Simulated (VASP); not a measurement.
# BeTe (F-43m) in VASP: elastic constants with LDA

Aim: the elastic constants of BeTe with LDA.

Program: VASP 6.6.1. These are calculated values, not measurements. Logs are shortened: lines on timing, memory, paths and dates and some standing lists are left out, and cuts for length are marked.

## (1) The cell of the first run

The structure is cubic, space group F-43m (No. 216). The conventional cell has a = 5.554 Å, b = 5.554 Å, c = 5.554 Å, α = 90.00°, β = 90.00°, γ = 90.00°. Be (site symmetry -43m) has 4 Te at 2.41 Å within 3.2 Å. Te (site symmetry -43m) has 4 Be at 2.41 Å within 3.2 Å.

## (2) Elastic constants, LDA

File INCAR:

```
SYSTEM = BeTe
  ALGO = Normal
  EDIFF = 1E-8
  ENCUT = 600
  GGA = CA
  IBRION = 6
  ISIF = 3
  ISMEAR = 0
  LASPH = .True.
  LCHARG = .False.
  LREAL = .False.
  LWAVE = .False.
  NELM = 100
  NFREE = 2
  NSW = 1
  POTIM = 0.015
  PREC = Accurate
  SIGMA = 0.01
```

File KPOINTS:

```
k-points
0
Gamma
  8 8 8
  0 0 0
```

File POSCAR:

```
BeTe
1.0
    2.7772249640      2.7772249640      0.0000000000
   -2.7772249640      2.7772249640      0.0000000000
    0.0000000000      2.7772249640      2.7772249640
Be Te
1 1
Direct
    0.0000000000      0.0000000000      0.0000000000
    0.7500000000      0.2500000000      0.5000000000
```

Potentials or basis: VASP PAW LDA potentials, release 64 (Be, Te).

The run is started by

```console
cat potpaw_LDA.64/Be/POTCAR potpaw_LDA.64/Te/POTCAR > POTCAR
mpirun -np 1 vasp_std > vasp.out
```

OUTCAR:

```text
SYSTEM = BeTe
   EDIFF = 1E-8
   ENCUT = 600
   GGA = CA
   IBRION = 6
   ISIF = 3
   ISMEAR = 0
   LASPH = .True.
   LREAL = .False.
   NELM = 100
   NFREE = 2
   NSW = 1
   POTIM = 0.015
   PREC = Accurate

 ion  position               nearest neighbor table
   1  0.000  0.000  0.000-   2 2.41   2 2.41   2 2.41   2 2.41
   2  0.750  0.250  0.500-   1 2.41   1 2.41   1 2.41   1 2.41

  LATTYP: Found a face centered cubic cell.
 ALAT       =     5.5544499280

  Lattice vectors:

 A1 = (   0.0000000000,   2.7772249640,   2.7772249640)
 A2 = (   2.7772249640,   0.0000000000,   2.7772249640)
 A3 = (   2.7772249640,   2.7772249640,   0.0000000000)

Analysis of symmetry for initial positions (statically):
=====================================================================
 Subroutine PRICEL returns:
 Original cell was already a primitive cell.

 Routine SETGRP: Setting up the symmetry group for a
 face centered cubic supercell.

 Subroutine GETGRP returns: Found 24 space group operations
 (whereof 24 operations were pure point group operations)
 out of a pool of 48 trial point group operations.

The static configuration has the point symmetry T_d .

Analysis of symmetry for dynamics (positions and initial velocities):
=====================================================================
 Subroutine PRICEL returns:
 Original cell was already a primitive cell.

 Routine SETGRP: Setting up the symmetry group for a
 face centered cubic supercell.

 Subroutine GETGRP returns: Found 24 space group operations
 (whereof 24 operations were pure point group operations)
 out of a pool of 48 trial point group operations.

The dynamic configuration has the point symmetry T_d .

 Subroutine INISYM returns: Found 24 space group operations
 (whereof 24 operations are pure point group operations),
 and found     1 'primitive' translations

----------------------------------------------------------------------------------------

                                     Primitive cell

  volume of cell :      42.8414

  direct lattice vectors                    reciprocal lattice vectors
     2.777224964  2.777224964  0.000000000     0.180035829  0.180035829 -0.180035829
    -2.777224964  2.777224964  0.000000000    -0.180035829  0.180035829 -0.180035829
     0.000000000  2.777224964  2.777224964     0.000000000  0.000000000  0.360071659

  length of vectors
     3.927589210  3.927589210  3.927589210     0.311831204  0.311831204  0.360071659

  position of ions in fractional coordinates (direct lattice)
     0.000000000  0.000000000  0.000000000
     0.750000000  0.250000000  0.500000000

  ion indices of the primitive-cell ions
   primitive index   ion index
                 1           1
                 2           2

----------------------------------------------------------------------------------------

 KPOINTS: k-points

Automatic generation of k-mesh.
 Grid dimensions read from file:
 generate k-points for:    8    8    8

 Generating k-lattice:

  Cartesian coordinates                     Fractional coordinates (reciprocal lattice)
     0.022504479  0.022504479 -0.022504479     0.125000000  0.000000000  0.000000000
    -0.022504479  0.022504479 -0.022504479     0.000000000  0.125000000  0.000000000
     0.000000000  0.000000000  0.045008957     0.000000000  0.000000000  0.125000000

  Length of vectors
     0.038978900  0.038978900  0.045008957

  Shift w.r.t. Gamma in fractional coordinates (k-lattice)
     0.000000000  0.000000000  0.000000000

 Subroutine IBZKPT returns following result:
 ===========================================

 Found     29 irreducible k-points:

 Following reciprocal coordinates:
            Coordinates               Weight
  0.000000  0.000000  0.000000      1.000000
  0.125000  0.000000  0.000000      8.000000
  0.250000  0.000000  0.000000      8.000000
  0.375000  0.000000  0.000000      8.000000
  0.500000  0.000000  0.000000      4.000000
[... 47 lines left out ...]
   TEBEG  =    0.0;   TEEND  =   0.0 temperature during run
   PSTRESS=    0.0 pullay stress
   NELECT =       8.0000    total number of electrons
   NUPDOWN=      -1.0000    fix difference up-down
   EMIN   =  10.00;   EMAX   =-10.00  energy-range for DOS
   EFERMI =   0.00;   METHOD = LEGACY
   ISMEAR =     0;   SIGMA  =   0.01  broadening in eV -4-tet -1-fermi 0-gaus
   EFERMI_NEDOS =   21; number of points for ismear=-14 and -15
   IALGO  =     38    algorithm
   IMIX   =      4    mixing-type and parameters
     AMIX     =   0.40;   BMIX     =  1.00
     AMIX_MAG =   1.60;   BMIX_MAG =  1.00
  volume/ion in A,a.u.               =      21.42       144.55
  Fermi-wavevector in a.u.,A,eV,Ry     =   0.935730  1.768273 11.913127  0.875590
  Thomas-Fermi vector in A             =   2.062667
   LORBIT       =      0    0 simple, 1 ext, 2 COOP (PROOUT), +10 PAW based schemes
   GGA     = CA    functional components
   LHFCALC =     F    Hartree Fock is set to
   AEXX    =    0.0000 exact exchange contribution
   IVDW    =     0    specifies the selected vdW correction
   LEPSILON=     F    determine dielectric tensor
   LRPA    =     F    only Hartree local field effects (RPA)
 finite differences with symmetry
 non-spin polarized calculation
 Gauss-broadening in eV      SIGMA  =   0.01
  energy-cutoff  :      600.00
  volume of cell :       42.84
 maximum number of plane-waves:      1459
   NGX = 15   NGY = 15   NGZ = 15

--------------------------------------- Ionic step        1  -------------------------------------------

 number of electron       8.0000000 magnetization

 Free energy of the ion-electron system (eV)
  ---------------------------------------------------
  ext. energy  EPLUGINS =         0.00000000
  ---------------------------------------------------
  free energy    TOTEN  =        -8.72654757 eV

  energy without entropy =       -8.72654757  energy(sigma->0) =       -8.72654757

------------------------ aborting loop because EDIFF is reached ----------------------------------------

  FORCE on cell =-STRESS in cart. coord.  units (eV):
  Direction    XX          YY          ZZ          XY          YZ          ZX
  --------------------------------------------------------------------------------------
  -------------------------------------------------------------------------------------
  Total        0.0733636      0.0733636      0.0733636      0.0000000      0.0000000     -0.0000000
  in kB        2.7436460      2.7436460      2.7436460      0.0000000      0.0000000     -0.0000000
  external PRESSURE =       2.7436460 kB  Pullay stress =       0.0000000 kB
[... 89 lines left out ...]
  FREE ENERGIE OF THE ION-ELECTRON SYSTEM (eV)
  ---------------------------------------------------
  free  energy   TOTEN  =        -8.7221957551 eV

  energy  without entropy=       -8.7221957551  energy(sigma->0) =       -8.72219576

[... ionic steps 4 to 14 ...]

--------------------------------------- Ionic step       15  -------------------------------------------

 number of electron       8.0000000 magnetization

------------------------ aborting loop because EDIFF is reached ----------------------------------------
[... 67 lines left out ...]
--------------------------------------- Ionic step       17  -------------------------------------------

 number of electron       8.0000000 magnetization

 Free energy of the ion-electron system (eV)
  ---------------------------------------------------
  ext. energy  EPLUGINS =         0.00000000
  ---------------------------------------------------
  free energy    TOTEN  =        -8.72573212 eV

  energy without entropy =       -8.72573212  energy(sigma->0) =       -8.72573212

 E-fermi :   5.5528     XC(G=0):  -9.4314

 val. band max:        5.4664320739   @ k =   0.0000   0.0000   0.0000
 cond. band min:       7.1886754381   @ k =   0.5000   0.5000   0.0000
 fundamental gap:      1.7222433642
 Fermi energy:         5.5528416411

 k-point     1 :       0.0000    0.0000    0.0000
  band No.  band energies     occupation
      1      -7.1785      2.00000
      2       5.3711      2.00000
      3       5.4198      2.00000
      4       5.4664      2.00000
      5       8.9375      0.00000
      6       8.9678      0.00000
      7       9.0008      0.00000
      8       9.4511      0.00000
[... 243 lines left out ...]
 k-point    24 :       0.5000    0.2500    0.1250
  band No.  band energies     occupation
      1      -5.4831      2.00000
      2       0.0548      2.00000
      3       2.3732      2.00000
      4       3.4070      2.00000
      5       9.5568      0.00000
      6       9.8237      0.00000
      7      12.1562      0.00000
      8      13.2278      0.00000

 [... further k-points ...]
[... 5 lines left out ...]
  --------------------------------------------------------------------------------------
  -------------------------------------------------------------------------------------
  Total        0.0742241      0.0758710      0.0758710      0.0000000     -0.0801594      0.0000000
  in kB        2.7758249      2.8374157      2.8374157      0.0000000     -2.9977953      0.0000000
  external PRESSURE =       2.8168854 kB  Pullay stress =       0.0000000 kB
[... 17 lines left out ...]
  FREE ENERGIE OF THE ION-ELECTRON SYSTEM (eV)
  ---------------------------------------------------
  free  energy   TOTEN  =        -8.7257321208 eV

  energy  without entropy=       -8.7257321208  energy(sigma->0) =       -8.72573212

 INTERNAL STRAIN TENSORS FROM STRAINED CELLS
 ============================================

 INTERNAL STRAIN TENSOR FOR ION    1 for displacements in x,y,z  (eV/Angst):
          X           Y           Z          XY          YZ          ZX
  --------------------------------------------------------------------------------
  x     0.00000    -0.00000    -0.00000     0.00000    -5.32630    -0.00000
  y    -0.00000    -0.00000     0.00000    -0.00000     0.00000    -5.32612
  z     0.00000     0.00000     0.00000    -5.32573     0.00000     0.00000

 INTERNAL STRAIN TENSORS FROM DISPLACED ATOMS
 ============================================

 INTERNAL STRAIN TENSOR FOR ION    1 for displacements in x,y,z  (eV/Angst):
          X           Y           Z          XY          YZ          ZX
  --------------------------------------------------------------------------------
  x     0.00000     0.00000     0.00000    -0.00000    -5.34206     0.00000
  y     0.00000     0.00000     0.00000     0.00000    -0.00000    -5.34206
  z     0.00000     0.00000     0.00000    -5.34206     0.00000     0.00000

 INTERNAL STRAIN TENSOR FOR ION    2 for displacements in x,y,z  (eV/Angst):
          X           Y           Z          XY          YZ          ZX
  --------------------------------------------------------------------------------
  x     0.00000    -0.00000    -0.00000     0.00000     5.33422     0.00000
  y    -0.00000     0.00000    -0.00000     0.00000     0.00000     5.33422
  z    -0.00000    -0.00000     0.00000     5.33422     0.00000     0.00000

 Eigenvectors and eigenvalues of the dynamical matrix
 ----------------------------------------------------

   1 f  =   14.503569 THz    91.128611 2PiTHz  483.786986 cm-1    59.981915 meV
             X         Y         Z           dx          dy          dz
      0.000000  0.000000  0.000000     0.966445    0.000000    0.000000
      1.388612  4.165837  1.388612    -0.256875    0.000000    0.000000
[... 21 lines left out ...]
   6 f/i=    0.000299 THz     0.001877 2PiTHz    0.009964 cm-1     0.001235 meV
             X         Y         Z           dx          dy          dz
      0.000000  0.000000  0.000000     0.208019   -0.150299    0.011093
      1.388612  4.165837  1.388612     0.782633   -0.565473    0.041735

--------------------------------------------------------------------------------------------------------

 ELASTIC MODULI CONTR FROM IONIC RELAXATION (kBar)
 Direction    XX          YY          ZZ          XY          YZ          ZX
 --------------------------------------------------------------------------------
 XX          -0.0000     -0.0000     -0.0000      0.0000      0.0000      0.0000
 YY          -0.0000     -0.0000     -0.0000      0.0000      0.0000      0.0000
 ZZ          -0.0000     -0.0000     -0.0000     -0.0000      0.0000      0.0000
 XY           0.0000      0.0000     -0.0000   -147.0684      0.0000      0.0000
 YZ           0.0000      0.0000      0.0000      0.0000   -147.0684     -0.0000
 ZX           0.0000      0.0000      0.0000      0.0000     -0.0000   -147.0684
 --------------------------------------------------------------------------------

 TOTAL ELASTIC MODULI (kBar)
 Direction    XX          YY          ZZ          XY          YZ          ZX
 --------------------------------------------------------------------------------
 XX        1064.2036    436.9788    436.9788      0.0000     -0.0000      0.0000
 YY         436.9788   1064.2036    436.9788      0.0000      0.0000      0.0000
 ZZ         436.9788    436.9788   1064.2036     -0.0000      0.0000      0.0000
 XY           0.0000      0.0000     -0.0000    533.5293      0.0000      0.0000
 YZ          -0.0000      0.0000      0.0000      0.0000    533.5293     -0.0000
 ZX           0.0000      0.0000      0.0000      0.0000     -0.0000    533.5293
 --------------------------------------------------------------------------------
```

Run time: 4 min. Hardware: 1 thread of Intel Xeon Platinum 8259CL at 2.50GHz (Skylake/Cascade Lake), shared host; peak memory 0.25 GiB.

What came out:

- Elastic constants C11, C12, C44: 106, 44, 53 GPa
- Voigt bulk modulus: 65 GPa
- Highest phonon frequency at Γ, LO-TO splitting left out: 484 cm⁻¹

Phonon frequencies in cm⁻¹ (negative: imaginary):
```tsv
q point	frequencies
(0.000, 0.000, 0.000)	0 0 0 484 484 484
```

Elastic tensor in Voigt notation (GPa, in the Cartesian axes of the cell as first typed):
```
106  44  44   0   0   0
 44 106  44   0   0   0
 44  44 106   0   0   0
  0   0   0  53   0   0
  0   0   0   0  53   0
  0   0   0   0   0  53
```

Clamped-ion elastic tensor (GPa):
```
106  44  44   0   0   0
 44 106  44   0   0   0
 44  44 106   0   0   0
  0   0   0  68   0   0
  0   0   0   0  68   0
  0   0   0   0   0  68
```

Caveat: spin-orbit coupling is left out, which moves the levels of the heavy elements.
